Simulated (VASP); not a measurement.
Set up this calculation in VASP 6.6.1, as the native input.

```
Task                   : single point
Functional             : r2SCAN
Potentials or basis    : VASP PAW PBE potentials, release 64 (Co)
Cutoff                 : 660 eV
k mesh                 : 7 × 12 × 10
Occupations            : fermi-dirac, width 0.05 eV
Spin                   : collinear spin, ferromagnetic start
Starting moments       : [1.2, 1.2] μB
Dipole correction      : no
Further INCAR settings : ALGO = Normal; EDIFF = 1e-06; NBANDS = 20; ISYM = 0
```

Co:

```
Co
1.0
    -1.79175   -3.58350   -1.79175
    -1.79175    0.00000   -1.79175
     1.79175    0.00000   -1.79175
Co
2
Direct
  0.00000 0.00000 0.00000
  0.50000 0.00000 0.50000
```

This isn't the form of Co at room conditions, which is hcp.

The input as run:

POSCAR

```
Co
1.0
   -1.7917500000     -3.5835000000     -1.7917500000
   -1.7917500000      0.0000000000     -1.7917500000
    1.7917500000      0.0000000000     -1.7917500000
Co
2
Direct
    0.0000000000      0.0000000000      0.0000000000
    0.5000000000      0.0000000000      0.5000000000
```

INCAR.step1

```
PREC     = Accurate       # precision mode
ENCUT    = 660            # plane-wave cutoff, eV
ISMEAR   = -1             # smearing method
SIGMA    = 0.05           # smearing width, eV
LREAL    = False          # projectors in reciprocal space
LASPH    = True           # aspherical terms in the spheres
NELM     = 200            # most SCF steps
ISPIN    = 2              # spin polarisation
MAGMOM   = 1.2 1.2        # initial moments
LMAXMIX  = 4              # l up to which the mixer works
NBANDS   = 20             # bands
ISYM     = 0            
GGA      = PE             # functional
ALGO     = Normal         # electronic algorithm
EDIFF    = 1E-5           # SCF threshold, eV
LWAVE    = True           # write WAVECAR
LCHARG   = False          # write CHGCAR
GGA_COMPAT= False
```

INCAR.step2

```
PREC     = Accurate       # precision mode
ENCUT    = 660            # plane-wave cutoff, eV
EDIFF    = 1E-6           # SCF threshold, eV
ISMEAR   = -1             # smearing method
SIGMA    = 0.05           # smearing width, eV
LREAL    = False          # projectors in reciprocal space
LASPH    = True           # aspherical terms in the spheres
NELM     = 200            # most SCF steps
ALGO     = Normal         # electronic algorithm
ISIF     = 2              # what is computed and relaxed
LWAVE    = False          # write WAVECAR
LCHARG   = True           # write CHGCAR
ISPIN    = 2              # spin polarisation
MAGMOM   = 1.2 1.2        # initial moments
LORBIT   = 11             # projections on sites
LMAXMIX  = 4              # l up to which the mixer works
METAGGA  = R2SCAN         # meta-GGA
LMIXTAU  = True         
LELF     = True           # ELF
LVHAR    = True         
NBANDS   = 20             # bands
ISYM     = 0            
ISTART   = 1            
GGA_COMPAT= False
```

KPOINTS

```
regular mesh
0
Gamma
  7 12 10
```

Potentials or basis: VASP PAW PBE potentials, release 64 (Co).

The run is started by

```console
$ cat potpaw_PBE.64/Co/POTCAR > POTCAR
$ cp INCAR.step1 INCAR
$ mpirun -np 1 vasp_std > vasp.out
$ cp INCAR.step2 INCAR
$ mpirun -np 1 vasp_std > vasp.out
```

Results of the run:

```
Pressure                                              : -11.4 GPa
Net moment                                            : 3.67 μB per cell
Site moments                                          : Co +1.90 μB
Valence electrons inside the program's atomic spheres : Co 8.18
```

Caveat: the cell stands under tension; the PAW data sets were made with another functional, which shifts forces and pressure a little.

It took 45 min on 1 thread of Intel Xeon 8259CL, on a shared host, peak memory 0.49 GiB.
